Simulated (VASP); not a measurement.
CaO, 4 atoms in the cell. The structure is hexagonal, space group P6_3/mmc (No. 194). The conventional cell has a = 3.861 Å, b = 3.861 Å, c = 4.627 Å, α = 90.00°, β = 90.00°, γ = 120.00°. Ca (site symmetry -6m2) has 5 O at 2.23 to 2.31 Å within 2.9 Å. Within 2.9 Å of O (site symmetry -6m2) lie 5 Ca at 2.23 to 2.31 Å.  This cell differs from its parent crystal: strain -3.0%.

- Program: VASP 6.6.1
- Task: single point
- Functional: PBE
- Potentials or basis: VASP PAW PBE potentials, release 64 (Ca_sv, O)
- Cutoff: 520 eV
- k mesh: 12 × 12 × 6
- Occupations: fermi-dirac, width 0.02 eV
- Spin: no spin polarisation
- Dipole correction: no
- Further INCAR settings: ALGO = Normal; EDIFF = 1e-06; NBANDS = 24

Potentials or basis: VASP PAW PBE potentials, release 64 (Ca_sv, O).

Command:

```console
$ cat potpaw_PBE.64/Ca_sv/POTCAR potpaw_PBE.64/O/POTCAR > POTCAR
$ mpirun -np 1 vasp_std > vasp.out
```

Hardware: 1 thread of Intel(R) Xeon(R) 6975P-C (Granite Rapids), with other jobs on the host.

Question: How long does it take, and how much memory?

Answer: It took 52 s on 1 thread of Intel(R) Xeon(R) 6975P-C (Granite Rapids) (shared host), peak memory 0.24 GiB. Counts: scf iterations 14, k points 76.
